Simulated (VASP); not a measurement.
Write the native input for VASP 6.6.1 that does the following.

| Item | Value |
| --- | --- |
| Task | single point |
| Functional | PBEsol |
| Potentials or basis | VASP PAW PBE potentials, release 64 (Sr_sv, Mg, Al) |
| Cutoff | 520 eV |
| k mesh | 6 × 6 × 3 |
| Occupations | fermi-dirac, width 0.1 eV |
| Spin | no spin polarisation |
| Dipole correction | no |
| Further INCAR settings | ALGO = Normal; EDIFF = 1e-07; NBANDS = 43 |

The structure of Sr2MgAl3 lies in POSCAR:

```
Sr2MgAl3
1.0
    5.9619787133      0.0000000000      0.0000000000
   -2.9809893566      5.1632250225      0.0000000000
    0.0000000000      0.0000000000      9.5326118408
Sr Mg Al
4 2 6
Direct
    0.3333333333      0.6666666667      0.0690490533
    0.6666666667      0.3333333333      0.5690490533
    0.3333333333      0.6666666667      0.4309509467
    0.6666666667      0.3333333333      0.9309509467
    0.0000000000      0.0000000000      0.0000000000
    0.0000000000      0.0000000000      0.5000000000
    0.8272084499      0.6544168998      0.2500000000
    0.1727915501      0.8272084499      0.7500000000
    0.3455831002      0.1727915501      0.2500000000
    0.1727915501      0.3455831002      0.7500000000
    0.8272084499      0.1727915501      0.2500000000
    0.6544168998      0.8272084499      0.7500000000
```

The input as run:

INCAR

```
SYSTEM = Sr2MgAl3
ALGO = Normal
EDIFF = 1E-7
ENCUT = 520
GGA = PS
ISIF = 2
ISMEAR = -1
LASPH = .True.
LCHARG = .False.
LREAL = .False.
LWAVE = .False.
NBANDS = 43
NELM = 80
PREC = Accurate
SIGMA = 0.1
```

KPOINTS

```
k-points
0
Gamma
  6 6 3
  0 0 0
```

Potentials or basis: VASP PAW PBE potentials, release 64 (Sr_sv, Mg, Al).

Launch:

```console
$ cat potpaw_PBE.64/Sr_sv/POTCAR potpaw_PBE.64/Mg/POTCAR potpaw_PBE.64/Al/POTCAR > POTCAR
$ mpirun -np 1 vasp_std > vasp.out
```

It gave:

The pressure is 0.1 GPa and the largest force is 0.006 eV/Å. The band gap on the k mesh is zero (bands 31 and 32 overlap by 1.23 eV).

Caveat: the PAW data sets were made with another functional, which shifts forces and pressure a little.

Wall time 120 s on 1 thread of AMD EPYC 9R45 96-Core Processor (Zen 5) (shared host), peak memory 0.47 GiB.
